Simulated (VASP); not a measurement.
# Rb (Im-3m) in VASP: further runs

Rb is run at these levels: r2SCAN+rVV10; tasks: single point, relaxation of cell and atoms.

Everything below comes from runs of VASP 6.6.1. Logs are shortened: lines on timing, memory, paths and dates and some standing lists are left out, and cuts for length are marked.

## (1) The cell of the first run

It takes space group Im-3m (No. 229, cubic). The conventional cell has a = 5.845 Å, b = 5.845 Å, c = 5.845 Å, α = 90.00°, β = 90.00°, γ = 90.00°.

## (2) Single point, r2SCAN+rVV10 (99.83 Å³/atom)

File POSCAR:

```
Rb
1.0
   -2.9223348821      2.9223348821      2.9223348821
    2.9223348821     -2.9223348821      2.9223348821
    2.9223348821      2.9223348821     -2.9223348821
Rb
1
Direct
    0.0000000000      0.0000000000      0.0000000000
```

File INCAR.step1:

```
SYSTEM = Rb
PREC = Accurate ; ENCUT = 520
ISMEAR = 0 ; SIGMA = 0.1
LREAL = .FALSE. ; LASPH = .TRUE.
NELM = 100 ; NBANDS = 10
GGA = PE ; ALGO = Normal
EDIFF = 1E-4 ; LWAVE = .TRUE.
LCHARG = .FALSE.
```

File INCAR.step2:

```
SYSTEM = Rb
PREC = Accurate ; ENCUT = 520
EDIFF = 1E-7 ; ISMEAR = 0
SIGMA = 0.1 ; LREAL = .FALSE.
LASPH = .TRUE. ; NELM = 100
ALGO = Normal ; ISIF = 2
LWAVE = .FALSE. ; LCHARG = .FALSE.
METAGGA = R2SCAN ; LMIXTAU = .TRUE.
LUSE_VDW = .TRUE. ; IVDW_NL = 2
BPARAM = 11.95 ; CPARAM = 0.0093
NBANDS = 10 ; ISTART = 1
```

File KPOINTS:

```
regular mesh
0
G
  10 10 10
  0 0 0
```

Potentials or basis: VASP PAW PBE potentials, release 64 (Rb_sv).

On the command line:

```bash
$ cat potpaw_PBE.64/Rb_sv/POTCAR > POTCAR
$ cp INCAR.step1 INCAR
$ mpirun -np 1 vasp_std > vasp.out
$ cp INCAR.step2 INCAR
$ mpirun -np 1 vasp_std > vasp.out
```

OUTCAR:

```text
SYSTEM = Rb
   PREC = Accurate
   ENCUT = 520
   EDIFF = 1E-7
   ISMEAR = 0
   LREAL = .FALSE.
   LASPH = .TRUE.
   NELM = 100
   ISIF = 2
   METAGGA = R2SCAN
   IVDW_NL = 2
   BPARAM = 11.95
   ISTART = 1

 ion  position               nearest neighbor table
   1  0.000  0.000  0.000-

  LATTYP: Found a body centered cubic cell.
 ALAT       =     5.8446697642

  Lattice vectors:

 A1 = (  -2.9223348821,   2.9223348821,   2.9223348821)
 A2 = (   2.9223348821,  -2.9223348821,   2.9223348821)
 A3 = (   2.9223348821,   2.9223348821,  -2.9223348821)

Analysis of symmetry for initial positions (statically):
=====================================================================
 Subroutine PRICEL returns:
 Original cell was already a primitive cell.

 Routine SETGRP: Setting up the symmetry group for a
 body centered cubic supercell.

 Subroutine GETGRP returns: Found 48 space group operations
 (whereof 48 operations were pure point group operations)
 out of a pool of 48 trial point group operations.

The static configuration has the point symmetry O_h .

Analysis of symmetry for dynamics (positions and initial velocities):
=====================================================================
 Subroutine PRICEL returns:
 Original cell was already a primitive cell.

 Routine SETGRP: Setting up the symmetry group for a
 body centered cubic supercell.

 Subroutine GETGRP returns: Found 48 space group operations
 (whereof 48 operations were pure point group operations)
 out of a pool of 48 trial point group operations.

The dynamic configuration has the point symmetry O_h .

 Subroutine INISYM returns: Found 48 space group operations
 (whereof 48 operations are pure point group operations),
 and found     1 'primitive' translations

----------------------------------------------------------------------------------------

                                     Primitive cell

  volume of cell :      99.8274

  direct lattice vectors                    reciprocal lattice vectors
    -2.922334882  2.922334882  2.922334882     0.000000000  0.171096065  0.171096065
     2.922334882 -2.922334882  2.922334882     0.171096065  0.000000000  0.171096065
     2.922334882  2.922334882 -2.922334882     0.171096065  0.171096065  0.000000000

  length of vectors
     5.061632493  5.061632493  5.061632493     0.241966376  0.241966376  0.241966376

  position of ions in fractional coordinates (direct lattice)
     0.000000000  0.000000000  0.000000000

  ion indices of the primitive-cell ions
   primitive index   ion index
                 1           1

----------------------------------------------------------------------------------------

 KPOINTS: regular mesh

Automatic generation of k-mesh.
 Grid dimensions read from file:
 generate k-points for:   10   10   10

 Generating k-lattice:

  Cartesian coordinates                     Fractional coordinates (reciprocal lattice)
     0.000000000  0.017109607  0.017109607     0.100000000  0.000000000  0.000000000
     0.017109607  0.000000000  0.017109607     0.000000000  0.100000000  0.000000000
     0.017109607  0.017109607  0.000000000     0.000000000  0.000000000  0.100000000

  Length of vectors
     0.024196638  0.024196638  0.024196638

  Shift w.r.t. Gamma in fractional coordinates (k-lattice)
     0.000000000  0.000000000  0.000000000

 Subroutine IBZKPT returns following result:
 ===========================================

 Found     47 irreducible k-points:

 Following reciprocal coordinates:
            Coordinates               Weight
  0.000000  0.000000  0.000000      1.000000
  0.100000  0.000000  0.000000     12.000000
  0.200000  0.000000  0.000000     12.000000
  0.300000  0.000000  0.000000     12.000000
  0.400000  0.000000  0.000000     12.000000
  0.500000  0.000000  0.000000      6.000000
[... 16 lines left out ...]
  0.300000  0.300000  0.100000      8.000000
 -0.300000  0.300000  0.100000     24.000000
 [... further k-points ...]
   k-points           NKPTS =     47   k-points in BZ     NKDIM =     47   number of bands    NBANDS=     10
   number of dos      NEDOS =    301   number of ions     NIONS =      1
   total plane-waves  NPLWV =  64000
   dimension x,y,z NGX =    40 NGY =   40 NGZ =   40
   dimension x,y,z NGXF=    80 NGYF=   80 NGZF=   80
   ions per type =               1
   NGX,Y,Z   is equivalent  to a cutoff of  13.14, 13.14, 13.14 a.u.
   NGXF,Y,Z  is equivalent  to a cutoff of  26.28, 26.28, 26.28 a.u.
 SYSTEM =  Rb
   PREC   = accura    normal or accurate (medium, high low for compatibility)
   ISTART =      1    job   : 0-new  1-cont  2-samecut
   ICHARG =      0    charge: 1-file 2-atom 10-const
   ISPIN  =      1    spin polarized calculation?
   LNONCOLLINEAR =      F non collinear calculations
   LSORBIT =      F    spin-orbit coupling
   LASPH  =      T    aspherical Exc in radial PAW
   ENCUT  =  520.0 eV  38.22 Ry    6.18 a.u.   9.41  9.41  9.41*2*pi/ulx,y,z
   NELM   =    100;   NELMIN=  2; NELMDL=  0     # of ELM steps
   EDIFF  = 0.1E-06   stopping-criterion for ELM
   LREAL  =      F    real-space projection
   EDIFFG = 0.1E-05   stopping-criterion for IOM
   NSW    =      0    number of steps for IOM
   IBRION =     -1    ionic relax: 0-MD 1-quasi-New 2-CG
   NFREE  =      0    steps in history (QN), initial steepest desc. (CG)
   ISIF   =      2    stress and relaxation
   ISYM   =      2    0-nonsym 1-usesym 2-fastsym
   POTIM  = 0.5000    time-step for ionic-motion
   TEBEG  =    0.0;   TEEND  =   0.0 temperature during run
   PSTRESS=    0.0 pullay stress
   NELECT =       9.0000    total number of electrons
   NUPDOWN=      -1.0000    fix difference up-down
   EMIN   =  10.00;   EMAX   =-10.00  energy-range for DOS
   EFERMI =   0.00;   METHOD = LEGACY
   ISMEAR =     0;   SIGMA  =   0.10  broadening in eV -4-tet -1-fermi 0-gaus
   EFERMI_NEDOS =   21; number of points for ismear=-14 and -15
   IALGO  =     38    algorithm
   IMIX   =      4    mixing-type and parameters
     AMIX     =   0.40;   BMIX     =  1.00
     AMIX_MAG =   1.60;   BMIX_MAG =  1.00
  volume/ion in A,a.u.               =      99.83       673.67
  Fermi-wavevector in a.u.,A,eV,Ry     =   0.734073  1.387196  7.331671  0.538863
  Thomas-Fermi vector in A             =   1.826936
   LORBIT       =      0    0 simple, 1 ext, 2 COOP (PROOUT), +10 PAW based schemes
   METAGGA = R2SCAN    functional components
   LHFCALC =     F    Hartree Fock is set to
   AEXX    =    0.0000 exact exchange contribution
   IVDW_NL    =     2    kernel type
   BPARAM     =11.9500
   IVDW    =     0    specifies the selected vdW correction
   LEPSILON=     F    determine dielectric tensor
   LRPA    =     F    only Hartree local field effects (RPA)
 non-spin polarized calculation
 Gauss-broadening in eV      SIGMA  =   0.10
  energy-cutoff  :      520.00
  volume of cell :       99.83
 maximum number of plane-waves:      2731
 NGX is ok and might be reduce to    40
   NGX = 19   NGY = 19   NGZ = 19

 number of electron       9.0000000 magnetization

 Free energy of the ion-electron system (eV)
  ---------------------------------------------------
  ext. energy  EPLUGINS =         0.00000000
  ---------------------------------------------------
  free energy    TOTEN  =       -13.61924853 eV

  energy without entropy =      -13.61352450  energy(sigma->0) =      -13.61638652

 E-fermi :  -0.1547     XC(G=0):  -5.5202

 val. band max:       -0.1604041571   @ k =   0.3000   0.2000   0.0000
 cond. band min:      -0.0786385353   @ k =  -0.4000   0.4000   0.2000
 fundamental gap:      0.0817656218
 Fermi energy:        -0.1546544245

 k-point     1 :       0.0000    0.0000    0.0000
  band No.  band energies     occupation
      1     -30.2350      2.00000
      2     -13.7326      2.00000
      3     -13.7326      2.00000
      4     -13.7326      2.00000
      5      -2.1314      2.00000
      6       3.8798      0.00000
      7       3.8798      0.00000
      8       3.8798      0.00000
      9       4.8085      0.00000
     10       4.8085      0.00000

 k-point     2 :       0.1000    0.0000    0.0000
  band No.  band energies     occupation
      1     -30.2347      2.00000
      2     -13.7396      2.00000
      3     -13.7349      2.00000
      4     -13.7326      2.00000
      5      -2.0157      2.00000
      6       3.6465      0.00000
      7       3.6982      0.00000
      8       3.9815      0.00000
      9       4.5701      0.00000
     10       4.7451      0.00000

 k-point     3 :       0.2000    0.0000    0.0000
  band No.  band energies     occupation
      1     -30.2340      2.00000
      2     -13.7578      2.00000
      3     -13.7408      2.00000
      4     -13.7326      2.00000
      5      -1.6771      2.00000
      6       2.9088      0.00000
      7       3.3337      0.00000
      8       4.2820      0.00000
      9       4.5654      0.00000
     10       4.6624      0.00000

 k-point     4 :       0.3000    0.0000    0.0000
  band No.  band energies     occupation
      1     -30.2330      2.00000
      2     -13.7800      2.00000
      3     -13.7482      2.00000
      4     -13.7326      2.00000
      5      -1.1414      2.00000
      6       2.0535      0.00000
      7       2.9979      0.00000
      8       4.6606      0.00000
      9       4.6904      0.00000
     10       4.7663      0.00000
[... 222 lines left out ...]
 k-point    22 :      -0.2000    0.2000    0.1000
  band No.  band energies     occupation
      1     -30.2337      2.00000
      2     -13.7578      2.00000
      3     -13.7432      2.00000
      4     -13.7382      2.00000
      5      -1.5665      2.00000
      6       2.9392      0.00000
      7       3.3133      0.00000
      8       3.8159      0.00000
      9       4.2961      0.00000
     10       5.2102      0.00000

 k-point    23 :       0.3000    0.3000    0.1000
  band No.  band energies     occupation
      1     -30.2318      2.00000
      2     -13.7775      2.00000
      3     -13.7775      2.00000
      4     -13.7474      2.00000
      5       0.9645      0.00000
      6       0.9645      0.00000
      7       1.2882      0.00000
      8       3.3884      0.00000
      9       5.3721      0.00000
     10       5.3721      0.00000

 k-point    24 :      -0.3000    0.3000    0.1000
  band No.  band energies     occupation
      1     -30.2328      2.00000
      2     -13.7790      2.00000
      3     -13.7507      2.00000
      4     -13.7379      2.00000
      5      -1.0369      2.00000
      6       2.0936      0.00000
      7       3.0153      0.00000
      8       3.8609      0.00000
      9       4.7697      0.00000
     10       5.2535      0.00000

 [... further k-points ...]

------------------------ aborting loop because EDIFF is reached ----------------------------------------

  FORCE on cell =-STRESS in cart. coord.  units (eV):
  Direction    XX          YY          ZZ          XY          YZ          ZX
  --------------------------------------------------------------------------------------
  -------------------------------------------------------------------------------------
  Total       -0.1196732     -0.1196732     -0.1196732      0.0000000      0.0000000     -0.0000000
  in kB       -1.9206913     -1.9206913     -1.9206913      0.0000000      0.0000000     -0.0000000
  external PRESSURE =      -1.9206913 kB  Pullay stress =       0.0000000 kB

 VOLUME and BASIS-vectors are now :
 -----------------------------------------------------------------------------
  energy-cutoff  :      520.00
  volume of cell :       99.83
      direct lattice vectors                 reciprocal lattice vectors
    -2.922334882  2.922334882  2.922334882     0.000000000  0.171096065  0.171096065
     2.922334882 -2.922334882  2.922334882     0.171096065  0.000000000  0.171096065
     2.922334882  2.922334882 -2.922334882     0.171096065  0.171096065  0.000000000

 POSITION                                       TOTAL-FORCE (eV/Angst)
 -----------------------------------------------------------------------------------
      0.00000      0.00000      0.00000         0.000000      0.000000     -0.000000
 -----------------------------------------------------------------------------------
    total drift:                                0.000000      0.000000     -0.000000

  FREE ENERGIE OF THE ION-ELECTRON SYSTEM (eV)
  ---------------------------------------------------
  free  energy   TOTEN  =       -13.6192485281 eV

  energy  without entropy=      -13.6135245023  energy(sigma->0) =      -13.61638652
```

Run time: 9.3 min. Hardware: 1 thread of Intel Xeon 8259CL, shared host; peak memory 0.51 GiB.

What came out:

| Item | Value |
| --- | --- |
| Free energy | -13.6192 eV |
| Pressure | -0.2 GPa |
| Band gap on the k mesh | zero (an odd number of electrons rules out a gap without spin polarisation) |

Caveat: the PAW data sets were made with another functional, which shifts forces and pressure a little.

## (3) Relaxation of cell and atoms, r2SCAN+rVV10

This run uses another cell than the first one, of 88.04 Å³/atom.

File POSCAR:

```
Rb
1.0
   -2.8025000000      2.8025000000      2.8025000000
    2.8025000000     -2.8025000000      2.8025000000
    2.8025000000      2.8025000000     -2.8025000000
Rb
1
Direct
    0.0000000000      0.0000000000      0.0000000000
```

File INCAR.step1:

```
  ALGO = Normal
  EDIFF = 1E-4
  ENCUT = 600
  GGA = PE
  ISMEAR = 0
  LASPH = True
  LCHARG = False
  LREAL = False
  LWAVE = True
  NELM = 100
  PREC = Accurate
  SIGMA = 0.1
```

File INCAR.step2:

```
  ALGO = Normal
  BPARAM = 11.95
  CPARAM = 0.0093
  EDIFF = 1E-6
  EDIFFG = -0.002
  ENCUT = 600
  IBRION = 2
  ISIF = 3
  ISMEAR = 0
  ISTART = 1
  IVDW_NL = 2
  LASPH = True
  LCHARG = False
  LMIXTAU = True
  LREAL = False
  LUSE_VDW = True
  LWAVE = False
  METAGGA = R2SCAN
  NELM = 100
  NSW = 100
  PREC = Accurate
  SIGMA = 0.1
```

File KPOINTS:

```
k-points
0
Gamma
  10 10 10
```

Potentials or basis: VASP PAW PBE potentials, release 64 (Rb_sv).

On the command line:

```bash
$ cat potpaw_PBE.64/Rb_sv/POTCAR > POTCAR
$ cp INCAR.step1 INCAR
$ mpirun -np 1 vasp_std > vasp.out
$ cp INCAR.step2 INCAR
$ mpirun -np 1 vasp_std > vasp.out
```

OUTCAR:

```text
BPARAM = 11.95
   EDIFF = 1E-6
   EDIFFG = -0.002
   ENCUT = 600
   IBRION = 2
   ISIF = 3
   ISMEAR = 0
   ISTART = 1
   IVDW_NL = 2
   LASPH = True
   LREAL = False
   METAGGA = R2SCAN
   NELM = 100
   NSW = 100
   PREC = Accurate

 ion  position               nearest neighbor table
   1  0.000  0.000  0.000-

  LATTYP: Found a body centered cubic cell.
 ALAT       =     5.6050000000

  Lattice vectors:

 A1 = (  -2.8025000000,   2.8025000000,   2.8025000000)
 A2 = (   2.8025000000,  -2.8025000000,   2.8025000000)
 A3 = (   2.8025000000,   2.8025000000,  -2.8025000000)

Analysis of symmetry for initial positions (statically):
=====================================================================
 Subroutine PRICEL returns:
 Original cell was already a primitive cell.

 Routine SETGRP: Setting up the symmetry group for a
 body centered cubic supercell.

 Subroutine GETGRP returns: Found 48 space group operations
 (whereof 48 operations were pure point group operations)
 out of a pool of 48 trial point group operations.

The static configuration has the point symmetry O_h .

Analysis of symmetry for dynamics (positions and initial velocities):
[... 169 lines left out ...]
  in kB        1.3888142      1.3888142      1.3888142      0.0000000      0.0000000     -0.0000000
  external PRESSURE =       1.3888142 kB  Pullay stress =       0.0000000 kB
[... 92 lines left out ...]
--------------------------------------- Ionic step        4  -------------------------------------------

 number of electron       9.0000000 magnetization

 Free energy of the ion-electron system (eV)
  ---------------------------------------------------
  ext. energy  EPLUGINS =         0.00000000
  ---------------------------------------------------
  free energy    TOTEN  =       -13.62403719 eV

  energy without entropy =      -13.61836663  energy(sigma->0) =      -13.62120191

 E-fermi :   0.0184     XC(G=0):  -5.7164

 val. band max:        0.0141266596   @ k =   0.3000   0.2000   0.0000
 cond. band min:       0.0953395665   @ k =  -0.4000   0.4000   0.2000
 fundamental gap:      0.0812129069
 Fermi energy:         0.0184261361

 k-point     1 :       0.0000    0.0000    0.0000
  band No.  band energies     occupation
      1     -30.0165      2.00000
      2     -13.5084      2.00000
      3     -13.5084      2.00000
      4     -13.5084      2.00000
      5      -2.0622      2.00000
      6       4.1293      0.00000
      7       4.1293      0.00000
      8       4.1293      0.00000
[... 243 lines left out ...]
 k-point    24 :      -0.3000    0.3000    0.1000
  band No.  band energies     occupation
      1     -30.0133      2.00000
      2     -13.5697      2.00000
      3     -13.5318      2.00000
      4     -13.5155      2.00000
      5      -0.9011      2.00000
      6       2.2975      0.00000
      7       3.2350      0.00000
      8       4.1333      0.00000

 [... further k-points ...]

------------------------ aborting loop because EDIFF is reached ----------------------------------------

  FORCE on cell =-STRESS in cart. coord.  units (eV):
  Direction    XX          YY          ZZ          XY          YZ          ZX
  --------------------------------------------------------------------------------------
  -------------------------------------------------------------------------------------
  Total        0.0000385      0.0000385      0.0000385      0.0000000     -0.0000000     -0.0000000
  in kB        0.0006692      0.0006692      0.0006692      0.0000000     -0.0000000     -0.0000000
  external PRESSURE =       0.0006692 kB  Pullay stress =       0.0000000 kB
[... 16 lines left out ...]
  FREE ENERGIE OF THE ION-ELECTRON SYSTEM (eV)
  ---------------------------------------------------
  free  energy   TOTEN  =       -13.6240371870 eV

  energy  without entropy=      -13.6183666338  energy(sigma->0) =      -13.62120191

 reached required accuracy - stopping structural energy minimisation
```

OUTCAR.step1:

```text
EDIFF = 1E-4
   ENCUT = 600
   GGA = PE
   ISMEAR = 0
   LASPH = True
   LREAL = False
[... 478 lines left out ...]

 POSITION                                       TOTAL-FORCE (eV/Angst)
 -----------------------------------------------------------------------------------
      0.00000      0.00000      0.00000         0.000000     -0.000000      0.000000
 -----------------------------------------------------------------------------------
    total drift:                               -0.000000      0.000000     -0.000000

  FREE ENERGIE OF THE ION-ELECTRON SYSTEM (eV)
  ---------------------------------------------------
  free  energy   TOTEN  =        -0.9347850122 eV

  energy  without entropy=       -0.9285621517  energy(sigma->0) =       -0.93167358
```

Wall time 18 min (1 thread of Intel Xeon 8259CL, shared host); peak memory 0.51 GiB.

What came out:

```yaml
Free_energy: -13.6240 eV
Relaxed_volume: 92.13 Å³/atom
Relaxed_cell: a = 4.928 Å, b = 4.928 Å, c = 4.928 Å, α = 109.47°, β = 109.47°, γ = 109.47°
Space_group_after_relaxing_to_0.1_Å: Im-3m (No. 229)
Energy_gained_by_relaxing: 1.7 meV/atom
Ionic_steps: 4
Pressure_after_relaxing: 0.0 GPa
Band_gap_on_the_k_mesh: zero (an odd number of electrons rules out a gap without spin polarisation)
```

The path:
| step | energy change (eV) | largest force (eV/Å) | pressure (GPa) | volume (Å³) |
| --- | --- | --- | --- | --- |
| 1 | 0.0000 | 0.0000 | 0.14 | 88.04 |
| 2 | -0.0007 | 0.0000 | 0.10 | 89.02 |
| 3 | -0.0017 | 0.0000 | 0.01 | 91.76 |
| 4 | -0.0017 | 0.0000 | 0.00 | 92.13 |

Final structure:
```
Rb
1.0
    -2.84525    2.84525    2.84525
     2.84525   -2.84525    2.84525
     2.84525    2.84525   -2.84525
Rb
1
Direct
  0.00000 0.00000 0.00000
```

Caveat: the PAW data sets were made with another functional, which shifts forces and pressure a little. Zero-point motion and thermal expansion aren't in these numbers.

The gap in the log of VASP goes by the Fermi energy; the results here count the filled bands.